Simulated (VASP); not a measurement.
Wanted: the native input for a VASP 6.6.1 run.

```
Task                   : single point
Functional             : PBE
Potentials or basis    : VASP PAW PBE potentials, release 64 (Cd)
Cutoff                 : 520 eV
k mesh                 : 14 × 14 × 14
Occupations            : fermi-dirac, width 0.0612256 eV
Spin                   : no spin polarisation
Dipole correction      : no
Further INCAR settings : ALGO = Normal; EDIFF = 1e-06; NBANDS = 12
```

The structure of Cd lies in POSCAR:

```
Cd
1.0
    0.0000000000      2.2371783765      2.2371783765
    2.2371783765      0.0000000000      2.2371783765
    2.2371783765      2.2371783765      0.0000000000
Cd
1
Direct
    0.0000000000      0.0000000000      0.0000000000
```

This isn't the form of Cd at room conditions, which is hcp.

These files were run (other wordings do the same):

INCAR

```
SYSTEM = Cd
PREC = Accurate ; ENCUT = 520
EDIFF = 1E-6 ; ISMEAR = -1
SIGMA = 0.06122561905347299 ; LREAL = .False.
LASPH = .True. ; NELM = 60
ALGO = Normal ; ISIF = 2
LWAVE = .False. ; LCHARG = .False.
GGA = PE ; NBANDS = 12
```

KPOINTS

```
Automatic mesh
0
Gamma
  14 14 14
  0 0 0
```

Potentials or basis: VASP PAW PBE potentials, release 64 (Cd).

Command:

```sh
$ cat potpaw_PBE.64/Cd/POTCAR > POTCAR
$ mpirun -np 1 vasp_std > vasp.out
```

Results of the run:

```yaml
Pressure: 1.0 GPa
Band_gap_on_the_k_mesh: zero (bands 6 and 7 overlap by 2.76 eV)
```

Run time: 19 s on 1 thread of Intel Xeon 8259CL (shared host), peak memory 0.15 GiB.
